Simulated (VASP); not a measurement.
# Al32H (a cell with a defect) in VASP: single point with PBE+D3(BJ)

Aim: the single point of Al32H (a cell with a defect) with PBE+D3(BJ).

All numbers are computed with VASP 6.6.1; they aren't measurements. Logs are shortened: lines on timing, memory, paths and dates and some standing lists are left out, and cuts for length are marked.

## Step 1: The cell of the first run

The cell holds a defect, 33 atoms: a = 8.100 Å, b = 8.100 Å, c = 8.100 Å, α = 90.00°, β = 90.00°, γ = 90.00°.

## Step 2: Single point, PBE+D3(BJ)

The input, INCAR:

```
PREC = Accurate
ENCUT = 520
EDIFF = 1E-6
ISMEAR = 0
SIGMA = 0.15
LREAL = Auto
LASPH = T
NELM = 80
ALGO = Normal
ISIF = 2
LWAVE = F
LCHARG = F
GGA = PE
IVDW = 12
NBANDS = 70
```

The input, KPOINTS:

```
regular mesh
0
Gamma
  3 3 3
```

The input, POSCAR:

```
Al32H
1.0
    8.1000000000      0.0000000000      0.0000000000
    0.0000000000      8.1000000000      0.0000000000
    0.0000000000      0.0000000000      8.1000000000
Al H
32 1
Direct
    0.4916848148     -0.0165341975      0.0072191358
    0.7656181481      0.2566277778      0.0068914815
    0.7494879012     -0.0009387654      0.2494264198
   -0.0013819753     -0.0022219753     -0.0012137037
    0.2492314815      0.2476220988     -0.0021412346
    0.5008667901      0.4987217284     -0.0021612346
    0.7500603704      0.7498348148     -0.0011923457
    0.2484944444     -0.0031287654      0.2499461728
    0.5008632099      0.2475737037      0.2489506173
    0.7514830864      0.4996308642      0.2498693827
    0.4995371605     -0.0021037037      0.5000039506
    0.7500382716      0.2485413580      0.5000854321
    0.7530634568     -0.0049975309      0.7452676543
    0.0035828395      0.5014895062     -0.0012366667
    0.2473675309      0.7449104938     -0.0013612346
    0.0035559259      0.2485064198      0.2516879012
    0.2500195062      0.4985453086      0.2487686420
    0.4999700000      0.7449635802      0.2514171605
    0.0003871605     -0.0019679012      0.4981907407
    0.2474039506      0.2483850617      0.4951740741
    0.4999623457      0.5011790123      0.4952008642
    0.7502366667      0.7477070370      0.4979460494
    0.2493991358     -0.0009550617      0.7492656790
    0.4916261728      0.2569986420      0.7336064198
    0.7494758025      0.4991974074      0.7493167901
   -0.0003824691      0.7486612346      0.2491801235
   -0.0003983951      0.4989346914      0.4989017284
    0.2489611111      0.7485395062      0.4987745679
   -0.0013967901      0.2485355556      0.7480311111
    0.2485133333      0.4997030864      0.7471175309
    0.4995371605      0.7497612346      0.7481413580
    0.0003783951      0.7479727160      0.7482903704
    0.5828945679      0.1656690123      0.9160522222
```

Potentials or basis: VASP PAW PBE potentials, release 64 (Al, H).

Started as:

```bash
cat potpaw_PBE.64/Al/POTCAR potpaw_PBE.64/H/POTCAR > POTCAR
mpirun -np 1 vasp_std > vasp.out
```

OUTCAR:

```text
PREC = Accurate
   ENCUT = 520
   EDIFF = 1E-6
   ISMEAR = 0
   LREAL = Auto
   LASPH = T
   NELM = 80
   ISIF = 2
   GGA = PE
   IVDW = 12
 IVDW          = 12

 ion  position               nearest neighbor table
   1  0.492  0.983  0.007-  33 1.81  18 2.77  15 2.77   8 2.79   7 2.82  31 2.83   3 2.87  23 2.87
                             9 2.90   5 2.91  13 3.00   2 3.13  24 3.13
   2  0.766  0.257  0.007-  33 1.81  16 2.77  14 2.77  10 2.79  29 2.82   4 2.82   3 2.87  25 2.87
                             9 2.91   6 2.91  13 3.00   1 3.13  24 3.13
   3  0.749  0.999  0.249-   9 2.85  19 2.86   4 2.86   7 2.86  22 2.86  12 2.86  26 2.87  11 2.87
                             1 2.87   2 2.87  16 2.88  18 2.88
   4  0.999  0.998  0.999-   2 2.82   7 2.84  13 2.86  26 2.86   3 2.86  23 2.87  32 2.87   5 2.87
                             8 2.87  29 2.87  15 2.87  16 2.88
   5  0.249  0.248  0.998-  23 2.85  16 2.86  14 2.86  29 2.87   4 2.87  17 2.87   9 2.88   6 2.88
                            30 2.88   8 2.88   1 2.91  24 2.91
   6  0.501  0.499  0.998-  25 2.85  15 2.86  18 2.86   7 2.87  31 2.87  17 2.87   9 2.88  10 2.88
                             5 2.88  30 2.88  24 2.90   2 2.91
   7  0.750  0.750  0.999-   1 2.82   4 2.84  13 2.86   3 2.86  26 2.86  25 2.86   6 2.87  32 2.87
                            31 2.87  10 2.87  14 2.87  18 2.88
   8  0.248  0.997  0.250-   1 2.79  19 2.84  16 2.84  20 2.85  26 2.85  28 2.85   4 2.87  11 2.87
                             5 2.88   9 2.88  15 2.88  18 2.88
   9  0.501  0.248  0.249-   3 2.85  20 2.86  21 2.86  12 2.87  11 2.87  17 2.87   6 2.88  10 2.88
[... 32 lines left out ...]
                            24 2.87   2 2.87  14 2.88  21 2.88
  26  1.000  0.749  0.249-   8 2.85  10 2.85  14 2.85  22 2.85  15 2.85  19 2.85  28 2.86  27 2.86
                             4 2.86   7 2.86  17 2.87   3 2.87
  27  1.000  0.499  0.499-  30 2.85  10 2.85  16 2.85  22 2.85  20 2.85  32 2.85  28 2.86  26 2.86
                            29 2.86  12 2.86  25 2.87  17 2.87
  28  0.249  0.749  0.499-   8 2.85  30 2.85  19 2.85  32 2.85  21 2.85  18 2.85  26 2.86  27 2.86
                            11 2.86  31 2.86  17 2.86  23 2.87
  29  0.999  0.249  0.748-   2 2.82  12 2.84  13 2.86  27 2.86  25 2.86  23 2.87  19 2.87   5 2.87
                            30 2.87   4 2.87  20 2.87  14 2.89
  30  0.249  0.500  0.747-  24 2.78  32 2.84  14 2.84  15 2.85  27 2.85  28 2.85  29 2.87  31 2.87
                             5 2.88   6 2.88  20 2.88  21 2.88
  31  0.500  0.750  0.748-   1 2.83  11 2.84  13 2.86  23 2.86  28 2.86  25 2.87   6 2.87  22 2.87
                            30 2.87   7 2.87  21 2.87  15 2.88
  32  0.000  0.748  0.748-  13 2.83  30 2.84  14 2.85  15 2.85  28 2.85  27 2.85  25 2.86  23 2.86
                            19 2.86   4 2.87  22 2.87   7 2.87
  33  0.583  0.166  0.916-   1 1.81   2 1.81  24 1.81

  LATTYP: Found a simple cubic cell.
 ALAT       =     8.1000000000

  Lattice vectors:

 A1 = (   8.1000000000,   0.0000000000,   0.0000000000)
 A2 = (   0.0000000000,   8.1000000000,   0.0000000000)
 A3 = (   0.0000000000,   0.0000000000,   8.1000000000)

Analysis of symmetry for initial positions (statically):
=====================================================================
 Subroutine PRICEL returns:
 Original cell was already a primitive cell.

 Routine SETGRP: Setting up the symmetry group for a
 simple cubic supercell.

 Subroutine GETGRP returns: Found  1 space group operations
 (whereof  1 operations were pure point group operations)
 out of a pool of 48 trial point group operations.

The static configuration has the point symmetry C_1 .

Analysis of symmetry for dynamics (positions and initial velocities):
=====================================================================
 Subroutine PRICEL returns:
 Original cell was already a primitive cell.

 Routine SETGRP: Setting up the symmetry group for a
 simple cubic supercell.

 Subroutine GETGRP returns: Found  1 space group operations
 (whereof  1 operations were pure point group operations)
 out of a pool of 48 trial point group operations.

The dynamic configuration has the point symmetry C_1 .

 Subroutine INISYM returns: Found  1 space group operations
 (whereof  1 operations are pure point group operations),
 and found     1 'primitive' translations

----------------------------------------------------------------------------------------

                                     Primitive cell

  volume of cell :     531.4410

  direct lattice vectors                    reciprocal lattice vectors
     8.100000000  0.000000000  0.000000000     0.123456790  0.000000000  0.000000000
     0.000000000  8.100000000  0.000000000     0.000000000  0.123456790  0.000000000
     0.000000000  0.000000000  8.100000000     0.000000000  0.000000000  0.123456790

  length of vectors
     8.100000000  8.100000000  8.100000000     0.123456790  0.123456790  0.123456790

  position of ions in fractional coordinates (direct lattice)
     0.491684815  0.983465802  0.007219136
     0.765618148  0.256627778  0.006891481
     0.749487901  0.999061235  0.249426420
     0.998618025  0.997778025  0.998786296
     0.249231481  0.247622099  0.997858765
     0.500866790  0.498721728  0.997838765
[... 25 lines left out ...]
     0.000378395  0.747972716  0.748290370
     0.582894568  0.165669012  0.916052222

  ion indices of the primitive-cell ions
   primitive index   ion index
                 1           1
                 2           2
                 3           3
                 4           4
                 5           5
                 6           6
[... 25 lines left out ...]
                32          32
                33          33

----------------------------------------------------------------------------------------

 KPOINTS: regular mesh

Automatic generation of k-mesh.
 Grid dimensions read from file:
 generate k-points for:    3    3    3

 Generating k-lattice:

  Cartesian coordinates                     Fractional coordinates (reciprocal lattice)
     0.041152263  0.000000000  0.000000000     0.333333333  0.000000000  0.000000000
     0.000000000  0.041152263  0.000000000     0.000000000  0.333333333  0.000000000
     0.000000000  0.000000000  0.041152263     0.000000000  0.000000000  0.333333333

  Length of vectors
     0.041152263  0.041152263  0.041152263

  Shift w.r.t. Gamma in fractional coordinates (k-lattice)
     0.000000000  0.000000000  0.000000000

 Subroutine IBZKPT returns following result:
 ===========================================

 Found     14 irreducible k-points:

 Following reciprocal coordinates:
            Coordinates               Weight
  0.000000  0.000000  0.000000      1.000000
  0.333333  0.000000  0.000000      2.000000
  0.000000  0.333333  0.000000      2.000000
  0.000000  0.000000  0.333333      2.000000
  0.333333  0.333333  0.000000      2.000000
  0.000000  0.333333  0.333333      2.000000
  0.333333  0.000000  0.333333      2.000000
 -0.333333  0.333333  0.000000      2.000000
 -0.333333  0.000000  0.333333      2.000000
  0.000000 -0.333333  0.333333      2.000000
  0.333333  0.333333  0.333333      2.000000
 -0.333333  0.333333  0.333333      2.000000
 -0.333333 -0.333333  0.333333      2.000000
  0.333333 -0.333333  0.333333      2.000000
   k-points           NKPTS =     14   k-points in BZ     NKDIM =     14   number of bands    NBANDS=     70
   number of dos      NEDOS =    301   number of ions     NIONS =     33
   total plane-waves  NPLWV = 216000
   dimension x,y,z NGX =    60 NGY =   60 NGZ =   60
   dimension x,y,z NGXF=   120 NGYF=  120 NGZF=  120
   ions per type =              32   1
   NGX,Y,Z   is equivalent  to a cutoff of  12.31, 12.31, 12.31 a.u.
   NGXF,Y,Z  is equivalent  to a cutoff of  24.63, 24.63, 24.63 a.u.
 SYSTEM =  unknown system
   PREC   = accura    normal or accurate (medium, high low for compatibility)
   ISTART =      0    job   : 0-new  1-cont  2-samecut
   ICHARG =      2    charge: 1-file 2-atom 10-const
   ISPIN  =      1    spin polarized calculation?
   LNONCOLLINEAR =      F non collinear calculations
   LSORBIT =      F    spin-orbit coupling
   LASPH  =      T    aspherical Exc in radial PAW
   ENCUT  =  520.0 eV  38.22 Ry    6.18 a.u.  15.06 15.06 15.06*2*pi/ulx,y,z
   NELM   =     80;   NELMIN=  2; NELMDL= -5     # of ELM steps
   EDIFF  = 0.1E-05   stopping-criterion for ELM
   LREAL  =      T    real-space projection
   EDIFFG = 0.1E-04   stopping-criterion for IOM
   NSW    =      0    number of steps for IOM
   IBRION =     -1    ionic relax: 0-MD 1-quasi-New 2-CG
   NFREE  =      0    steps in history (QN), initial steepest desc. (CG)
   ISIF   =      2    stress and relaxation
   ISYM   =      2    0-nonsym 1-usesym 2-fastsym
   POTIM  = 0.5000    time-step for ionic-motion
   TEBEG  =    0.0;   TEEND  =   0.0 temperature during run
   PSTRESS=    0.0 pullay stress
   NELECT =      97.0000    total number of electrons
   NUPDOWN=      -1.0000    fix difference up-down
   EMIN   =  10.00;   EMAX   =-10.00  energy-range for DOS
   EFERMI =   0.00;   METHOD = LEGACY
   ISMEAR =     0;   SIGMA  =   0.15  broadening in eV -4-tet -1-fermi 0-gaus
   EFERMI_NEDOS =   21; number of points for ismear=-14 and -15
   IALGO  =     38    algorithm
   IMIX   =      4    mixing-type and parameters
     AMIX     =   0.40;   BMIX     =  1.00
     AMIX_MAG =   1.60;   BMIX_MAG =  1.00
  volume/ion in A,a.u.               =      16.10       108.68
  Fermi-wavevector in a.u.,A,eV,Ry     =   0.928639  1.754874 11.733269  0.862371
  Thomas-Fermi vector in A             =   2.054837
   LORBIT       =      0    0 simple, 1 ext, 2 COOP (PROOUT), +10 PAW based schemes
   GGA     = PE    functional components
   LHFCALC =     F    Hartree Fock is set to
   AEXX    =    0.0000 exact exchange contribution
   IVDW    =    12    specifies the selected vdW correction
   LEPSILON=     F    determine dielectric tensor
   LRPA    =     F    only Hartree local field effects (RPA)
 non-spin polarized calculation
 Gauss-broadening in eV      SIGMA  =   0.15
  energy-cutoff  :      520.00
  volume of cell :      531.44
 maximum number of plane-waves:     14358
   NGX = 31   NGY = 31   NGZ = 31

 number of electron      96.9999998 magnetization

 Free energy of the ion-electron system (eV)
  ---------------------------------------------------
  ext. energy  EPLUGINS =         0.00000000
  ---------------------------------------------------
  free energy    TOTEN  =      -123.24913968 eV

  energy without entropy =     -123.15742486  energy(sigma->0) =     -123.20328227

 E-fermi :   7.8458     XC(G=0): -10.1933

 val. band max:        7.7250798613   @ k =   0.3333   0.3333   0.3333
 cond. band min:       7.8497625236   @ k =   0.0000   0.0000   0.3333
 fundamental gap:      0.1246826623
 Fermi energy:         7.8458323962

 k-point     1 :       0.0000    0.0000    0.0000
  band No.  band energies     occupation
      1      -3.2575      2.00000
      2      -1.5281      2.00000
      3      -0.9510      2.00000
      4      -0.9493      2.00000
      5      -0.9113      2.00000
      6      -0.9112      2.00000
[... 871 lines left out ...]
     59       9.7417      0.00000
     60       9.7571      0.00000
 [bands above 60 left out]

------------------------ aborting loop because EDIFF is reached ----------------------------------------

 Edisp (eV)  -10.83579

 E8    (eV) :    -4.8254

  FORCE on cell =-STRESS in cart. coord.  units (eV):
  Direction    XX          YY          ZZ          XY          YZ          ZX
  --------------------------------------------------------------------------------------
  -------------------------------------------------------------------------------------
  Total      -9.67908    -9.64775    -9.65787     0.61963    -0.62388     0.61561
  in kB     -29.18028   -29.08583   -29.11634     1.86804    -1.88085     1.85592
  external pressure =      -29.13 kB  Pullay stress =        0.00 kB

 VOLUME and BASIS-vectors are now :
 -----------------------------------------------------------------------------
  energy-cutoff  :      520.00
  volume of cell :      531.44
      direct lattice vectors                 reciprocal lattice vectors
     8.100000000  0.000000000  0.000000000     0.123456790  0.000000000  0.000000000
     0.000000000  8.100000000  0.000000000     0.000000000  0.123456790  0.000000000
     0.000000000  0.000000000  8.100000000     0.000000000  0.000000000  0.123456790

 POSITION                                       TOTAL-FORCE (eV/Angst)
 -----------------------------------------------------------------------------------
      3.98265      7.96607      0.05847        -0.025423     -0.006123      0.020917
      6.20151      2.07869      0.05582         0.002226      0.025935      0.023893
      6.07085      8.09240      2.02035        -0.008382      0.000551      0.004168
      8.08881      8.08200      8.09017        -0.012041      0.009225      0.001599
      2.01878      2.00574      8.08266         0.007410     -0.001302     -0.001649
      4.05702      4.03965      8.08249        -0.000233     -0.001967     -0.002125
[... 25 lines left out ...]
      0.00307      6.05858      6.06115         0.000690      0.000725      0.001066
      4.72145      1.34192      7.42002         0.131353     -0.123471     -0.132566
 -----------------------------------------------------------------------------------
    total drift:                               -0.019230     -0.072508     -0.061479

  FREE ENERGIE OF THE ION-ELECTRON SYSTEM (eV)
  ---------------------------------------------------
  free  energy   TOTEN  =      -134.0849288986 eV

  energy  without entropy=     -133.9932140794  energy(sigma->0) =     -134.03907149
```

Run time: 11 min. Hardware: 1 thread of Oxide Virtual Turin-like, shared host; peak memory 0.62 GiB.

Results:

```yaml
Free_energy: -134.0849 eV
Pressure: -2.9 GPa
Largest_force: 0.224 eV/Å
Band_gap_on_the_k_mesh: zero (an odd number of electrons rules out a gap without spin polarisation)
Dispersion_energy_per_atom: -0.328 eV
```

Forces on the atoms (eV/Å):
```
Al  -0.025 -0.006  0.021
Al   0.002  0.026  0.024
Al  -0.008  0.001  0.004
Al  -0.012  0.009  0.002
Al   0.007 -0.001 -0.002
Al   0.000 -0.002 -0.002
Al   0.000  0.009 -0.002
Al  -0.007 -0.003  0.010
Al   0.000 -0.001 -0.001
Al   0.010  0.006  0.008
Al   0.003  0.005  0.009
Al   0.000 -0.003  0.009
Al   0.000  0.003  0.001
Al  -0.002  0.001  0.001
Al  -0.006  0.005  0.006
Al  -0.001  0.001  0.003
Al  -0.005 -0.001  0.001
Al  -0.004  0.002  0.009
Al   0.000  0.003  0.001
Al  -0.009  0.006  0.001
Al  -0.003  0.011  0.001
Al   0.000  0.005  0.004
Al  -0.013  0.002  0.003
Al  -0.020  0.017  0.001
Al  -0.009  0.001  0.001
Al  -0.005  0.000  0.002
Al  -0.004  0.001  0.001
Al   0.001  0.006  0.005
Al  -0.012  0.002  0.008
Al  -0.009  0.010 -0.004
Al   0.000  0.009  0.005
Al   0.001  0.001  0.001
H    0.131 -0.123 -0.133
```

The gap in the log of VASP goes by the Fermi energy; the results here count the filled bands.